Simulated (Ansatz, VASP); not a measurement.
**Two plane-wave programs on Co**

```
CELL_PARAMETERS angstrom
0.00000 3.59000 3.59000
1.79500 0.00000 1.79500
1.79500 1.79500 0.00000
ATOMIC_POSITIONS crystal
Co 0.00000 0.00000 0.00000
Co 0.50000 0.00000 0.00000
```

Alike in both runs: task single point; functional r2SCAN; k mesh 6 × 12 × 12; occupations fermi-dirac, width 0.1 eV; collinear spin.

|  | VASP | Ansatz |
| --- | --- | --- |
| version | VASP 6.6.1 | Ansatz 0.2.0 |
| potentials or method | VASP PAW PBE potentials, release 64 (Co), cutoff 520 eV | PAW, plane waves, scalar-relativistic |
| valence electrons in the cell | 18 | 34 |

|  | VASP | Ansatz | Ansatz less VASP |
| --- | --- | --- | --- |
| pressure (GPa) | -12.2 | -12.3 | -0.11 |
| net moment per atom (μB) | 1.83 | 1.84 | +0.018 |
| size of the moment on the site where the two differ most (μB) | 1.90 | 1.96 | +0.064 |

VASP's potentials were made for PBE, not for r2SCAN. Site moments also hang on the region over which each program counts them. VASP's potentials hold 18 valence electrons a cell and Ansatz's 34, so a difference there can come from the potentials and not from the codes. Ansatz's warnings: no starting moments.
